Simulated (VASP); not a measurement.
# CdP2C (P-4m2) in VASP: further runs

CdP2C is run at these levels: r2SCAN; tasks: single point.

All numbers are computed with VASP 6.6.1; they aren't measurements. Logs are shortened: lines on timing, memory, paths and dates and some standing lists are left out, and cuts for length are marked.

### 1 The cell of the first run

Symmetry: P-4m2, No. 115, tetragonal system. Conventional cell: a = 3.370 Å, b = 3.370 Å, c = 6.089 Å, α = 90.00°, β = 90.00°, γ = 90.00°. Cd (site symmetry -4m2) has 4 P at 2.61 Å and 4 Cd at 3.37 Å within 3.4 Å. Within 2.6 Å of P (site symmetry 2mm) lie 2 C at 1.99 Å. Within 2.6 Å of C (site symmetry -4m2) lie 4 P at 1.99 Å.

### 2 Single point, r2SCAN (volume changed by +6%)

The input, POSCAR:

```
CdP2C
1.0
    3.3696615627      0.0000000000      0.0000000000
    0.0000000000      3.3696615627      0.0000000000
    0.0000000000      0.0000000000      6.0889609408
Cd P C
1 2 1
Direct
    0.0000000000      0.0000000000      0.0000000000
    0.0000000000      0.5000000000      0.3265445503
    0.5000000000      0.0000000000      0.6734554497
    0.5000000000      0.5000000000      0.5000000000
```

The input, INCAR.step1:

```
PREC = Accurate ; ENCUT = 520
ISMEAR = -1 ; SIGMA = 0.02
LREAL = False ; LASPH = True
NELM = 100 ; NBANDS = 21
GGA = PE ; ALGO = Normal
EDIFF = 1E-4 ; LWAVE = True
LCHARG = False
```

The input, INCAR.step2:

```
PREC = Accurate ; ENCUT = 520
EDIFF = 1E-6 ; ISMEAR = -1
SIGMA = 0.02 ; LREAL = False
LASPH = True ; NELM = 100
ALGO = Normal ; ISIF = 2
LWAVE = False ; LCHARG = False
METAGGA = R2SCAN ; LMIXTAU = True
NBANDS = 21 ; ISTART = 1
```

The input, KPOINTS:

```
regular mesh
0
Gamma
  6 6 4
```

Potentials or basis: VASP PAW PBE potentials, release 64 (Cd, P, C).

On the command line:

```bash
$ cat potpaw_PBE.64/Cd/POTCAR potpaw_PBE.64/P/POTCAR potpaw_PBE.64/C/POTCAR > POTCAR
$ cp INCAR.step1 INCAR
$ mpirun -np 1 vasp_std > vasp.out
$ cp INCAR.step2 INCAR
$ mpirun -np 1 vasp_std > vasp.out
```

OUTCAR:

```text
PREC = Accurate
   ENCUT = 520
   EDIFF = 1E-6
   ISMEAR = -1
   LREAL = False
   LASPH = True
   NELM = 100
   ISIF = 2
   METAGGA = R2SCAN
   ISTART = 1

 ion  position               nearest neighbor table
   1  0.000  0.000  0.000-   2 2.61   3 2.61   2 2.61   3 2.61
   2  0.000  0.500  0.327-   4 1.99   4 1.99   1 2.61   1 2.61
   3  0.500  0.000  0.673-   4 1.99   4 1.99   1 2.61   1 2.61
   4  0.500  0.500  0.500-   2 1.99   3 1.99   3 1.99   2 1.99

  LATTYP: Found a simple tetragonal cell.
 ALAT       =     3.3696615627
 C/A-ratio  =     1.8069948057

  Lattice vectors:

 A1 = (   3.3696615627,   0.0000000000,   0.0000000000)
 A2 = (   0.0000000000,   3.3696615627,   0.0000000000)
 A3 = (   0.0000000000,   0.0000000000,   6.0889609408)

Analysis of symmetry for initial positions (statically):
=====================================================================
 Subroutine PRICEL returns:
 Original cell was already a primitive cell.

 Routine SETGRP: Setting up the symmetry group for a
 simple tetragonal supercell.

 Subroutine GETGRP returns: Found  8 space group operations
 (whereof  8 operations were pure point group operations)
 out of a pool of 16 trial point group operations.

The static configuration has the point symmetry D_2d.

Analysis of symmetry for dynamics (positions and initial velocities):
=====================================================================
 Subroutine PRICEL returns:
 Original cell was already a primitive cell.

 Routine SETGRP: Setting up the symmetry group for a
 simple tetragonal supercell.

 Subroutine GETGRP returns: Found  8 space group operations
 (whereof  8 operations were pure point group operations)
 out of a pool of 16 trial point group operations.

The dynamic configuration has the point symmetry D_2d.

 Subroutine INISYM returns: Found  8 space group operations
 (whereof  8 operations are pure point group operations),
 and found     1 'primitive' translations

----------------------------------------------------------------------------------------

                                     Primitive cell

  volume of cell :      69.1378

  direct lattice vectors                    reciprocal lattice vectors
     3.369661563  0.000000000  0.000000000     0.296765708  0.000000000  0.000000000
     0.000000000  3.369661563  0.000000000     0.000000000  0.296765708  0.000000000
[... 88 lines left out ...]
   NELM   =    100;   NELMIN=  2; NELMDL=  0     # of ELM steps
   EDIFF  = 0.1E-05   stopping-criterion for ELM
   LREAL  =      F    real-space projection
   EDIFFG = 0.1E-04   stopping-criterion for IOM
   NSW    =      0    number of steps for IOM
   IBRION =     -1    ionic relax: 0-MD 1-quasi-New 2-CG
   NFREE  =      0    steps in history (QN), initial steepest desc. (CG)
   ISIF   =      2    stress and relaxation
   ISYM   =      2    0-nonsym 1-usesym 2-fastsym
   POTIM  = 0.5000    time-step for ionic-motion
   TEBEG  =    0.0;   TEEND  =   0.0 temperature during run
   PSTRESS=    0.0 pullay stress
   NELECT =      26.0000    total number of electrons
   NUPDOWN=      -1.0000    fix difference up-down
   EMIN   =  10.00;   EMAX   =-10.00  energy-range for DOS
   EFERMI =   0.00;   METHOD = LEGACY
   ISMEAR =    -1;   SIGMA  =   0.02  broadening in eV -4-tet -1-fermi 0-gaus
   EFERMI_NEDOS =   21; number of points for ismear=-14 and -15
   IALGO  =     38    algorithm
   IMIX   =      4    mixing-type and parameters
     AMIX     =   0.40;   BMIX     =  1.00
     AMIX_MAG =   1.60;   BMIX_MAG =  1.00
  volume/ion in A,a.u.               =      17.28       116.64
  Fermi-wavevector in a.u.,A,eV,Ry     =   1.181664  2.233021 18.998222  1.396330
  Thomas-Fermi vector in A             =   2.317933
   LORBIT       =      0    0 simple, 1 ext, 2 COOP (PROOUT), +10 PAW based schemes
   METAGGA = R2SCAN    functional components
   LHFCALC =     F    Hartree Fock is set to
   AEXX    =    0.0000 exact exchange contribution
   IVDW    =     0    specifies the selected vdW correction
   LEPSILON=     F    determine dielectric tensor
   LRPA    =     F    only Hartree local field effects (RPA)
 non-spin polarized calculation
  energy-cutoff  :      520.00
  volume of cell :       69.14
 maximum number of plane-waves:      1886
 NGX is ok and might be reduce to    28
   NGX = 13   NGY = 13   NGZ = 23

 number of electron      25.9999996 magnetization

 Free energy of the ion-electron system (eV)
  ---------------------------------------------------
  ext. energy  EPLUGINS =         0.00000000
  ---------------------------------------------------
  free energy    TOTEN  =       -45.26375296 eV

  energy without entropy =      -45.26268344  energy(sigma->0) =      -45.26321820

 E-fermi :   5.6660     XC(G=0): -10.8670

 val. band max:        5.6654503793   @ k =   0.0000   0.0000   0.5000
 cond. band min:       5.6882101798   @ k =   0.5000   0.1667   0.5000
 fundamental gap:      0.0227598005
 Fermi energy:         5.6660344621

 k-point     1 :       0.0000    0.0000    0.0000
  band No.  band energies     occupation
      1     -11.4598      2.00000
      2      -6.6374      2.00000
      3      -4.5550      2.00000
      4      -4.3830      2.00000
      5      -4.2270      2.00000
      6      -4.2270      2.00000
[... 565 lines left out ...]
     20      12.8733      0.00000
     21      14.6428      0.00000

 [... further k-points ...]

------------------------ aborting loop because EDIFF is reached ----------------------------------------

  FORCE on cell =-STRESS in cart. coord.  units (eV):
  Direction    XX          YY          ZZ          XY          YZ          ZX
  --------------------------------------------------------------------------------------
  -------------------------------------------------------------------------------------
  Total       -1.9608650     -1.9608650     -2.4426026      0.0000000      0.0000000     -0.0000000
  in kB      -45.4404386    -45.4404386    -56.6040686      0.0000000      0.0000000     -0.0000000
  external PRESSURE =     -49.1616486 kB  Pullay stress =       0.0000000 kB

 VOLUME and BASIS-vectors are now :
 -----------------------------------------------------------------------------
  energy-cutoff  :      520.00
  volume of cell :       69.14
      direct lattice vectors                 reciprocal lattice vectors
     3.369661563  0.000000000  0.000000000     0.296765708  0.000000000  0.000000000
     0.000000000  3.369661563  0.000000000     0.000000000  0.296765708  0.000000000
     0.000000000  0.000000000  6.088960941     0.000000000  0.000000000  0.164231633

 POSITION                                       TOTAL-FORCE (eV/Angst)
 -----------------------------------------------------------------------------------
      0.00000      0.00000      0.00000        -0.000000      0.000000     -0.000000
      0.00000      1.68483      1.98832        -0.000000     -0.000000      0.236550
      1.68483      0.00000      4.10064         0.000000     -0.000000     -0.236550
      1.68483      1.68483      3.04448         0.000000     -0.000000     -0.000000
 -----------------------------------------------------------------------------------
    total drift:                               -0.000000      0.000000      0.000000

  FREE ENERGIE OF THE ION-ELECTRON SYSTEM (eV)
  ---------------------------------------------------
  free  energy   TOTEN  =       -45.2637529554 eV

  energy  without entropy=      -45.2626834396  energy(sigma->0) =      -45.26321820
```

OUTCAR.step1:

```text
PREC = Accurate
   ENCUT = 520
   ISMEAR = -1
   LREAL = False
   LASPH = True
   NELM = 100
[... 804 lines left out ...]
      0.00000      1.68483      1.98832        -0.000000     -0.000000      0.332434
      1.68483      0.00000      4.10064         0.000000      0.000000     -0.332434
      1.68483      1.68483      3.04448         0.000000      0.000000      0.000000
 -----------------------------------------------------------------------------------
    total drift:                               -0.000000      0.000000      0.000000

  FREE ENERGIE OF THE ION-ELECTRON SYSTEM (eV)
  ---------------------------------------------------
  free  energy   TOTEN  =       -18.0403544353 eV

  energy  without entropy=      -18.0394828987  energy(sigma->0) =      -18.03991867
```

Wall time 64 s (1 thread of Intel Xeon 6975P-C (Granite Rapids), shared host); peak memory 0.21 GiB.

What came out:

```yaml
Free_energy: -45.2638 eV
Pressure: -4.9 GPa
Largest_force: 0.237 eV/Å
Band_gap_on_the_k_mesh: zero (band 13 reaches 5.85 eV, above the bottom of band 14 at 5.67 eV)
```

Forces in eV/Å, atoms in the order of the input:
```
Cd   0.000  0.000  0.000
P    0.000  0.000  0.237
P    0.000  0.000 -0.237
C    0.000  0.000  0.000
```

Caveat: the PAW data sets were made with another functional, which shifts forces and pressure a little.

(Continued in part 2 of 2.)
